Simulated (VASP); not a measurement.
A run of VASP 6.6.1 is set up as follows.

Contents of INCAR:

```
SYSTEM = Ni
  ALGO = Normal
  EDIFF = 1E-7
  ENCUT = 520
  GGA = CA
  ISIF = 2
  ISMEAR = -1
  ISPIN = 2
  LASPH = .True.
  LCHARG = .False.
  LMAXMIX = 4
  LORBIT = 11
  LREAL = .False.
  LWAVE = .False.
  MAGMOM = 0.42
  NBANDS = 15
  NELM = 150
  NUPDOWN = 0.42
  PREC = Accurate
  SIGMA = 0.05
```

Contents of KPOINTS:

```
k-points
0
Gamma
  17 17 17
  0 0 0
```

Contents of POSCAR:

```
Ni
1.0
   -1.3837154700      1.3837154700      1.3837154700
    1.3837154700     -1.3837154700      1.3837154700
    1.3837154700      1.3837154700     -1.3837154700
Ni
1
Direct
    0.0000000000      0.0000000000      0.0000000000
```

Potentials or basis: VASP PAW LDA potentials, release 64 (Ni).

Launch:

```sh
$ cat potpaw_LDA.64/Ni/POTCAR > POTCAR
$ mpirun -np 1 vasp_std > vasp.out
```

**Question.** What does it give for the pressure?

**Answer.** -10.9 GPa.

Caveat: the total moment is fixed, so each spin has its own Fermi level.
